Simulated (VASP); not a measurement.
Input of a VASP 6.6.1 run:

File POSCAR:

```
BN
1.0
    2.5352395061      0.0000000000      0.0000000000
   -1.2676197531      2.1955818169      0.0000000000
    0.0000000000      0.0000000000      6.6896063679
B N
2 2
Direct
    0.3333333333      0.6666666667      0.2500000000
    0.6666666667      0.3333333333      0.7500000000
    0.3333333333      0.6666666667      0.7500000000
    0.6666666667      0.3333333333      0.2500000000
```

The input INCAR.step1:

```
PREC = Accurate
ENCUT = 520
ISMEAR = 0
SIGMA = 0.05
LREAL = F
LASPH = T
NELM = 80
NBANDS = 16
GGA = PE
ALGO = Normal
EDIFF = 1E-4
LWAVE = T
LCHARG = F
```

INCAR.step2

```
PREC = Accurate
ENCUT = 520
EDIFF = 1E-7
ISMEAR = 0
SIGMA = 0.05
LREAL = F
LASPH = T
NELM = 80
ALGO = Normal
ISIF = 2
LWAVE = F
LCHARG = T
METAGGA = R2SCAN
LMIXTAU = T
LELF = T
LVHAR = T
NBANDS = 16
ISTART = 1
```

File KPOINTS:

```
Automatic mesh
0
Gamma
  12 12 4
```

Potentials or basis: VASP PAW PBE potentials, release 64 (B, N).

The run is started by

```bash
$ cat potpaw_PBE.64/B/POTCAR potpaw_PBE.64/N/POTCAR > POTCAR
$ cp INCAR.step1 INCAR
$ mpirun -np 1 vasp_std > vasp.out
$ cp INCAR.step2 INCAR
$ mpirun -np 1 vasp_std > vasp.out
```

(1) What does it give for the pressure?

(2) Estimate the band gap on the k mesh.

Answers

(1) -8.8 GPa.

(2) 4.82 eV, indirect (least direct gap 5.23 eV).

Caveat: the PAW data sets were made with another functional, which shifts forces and pressure a little.
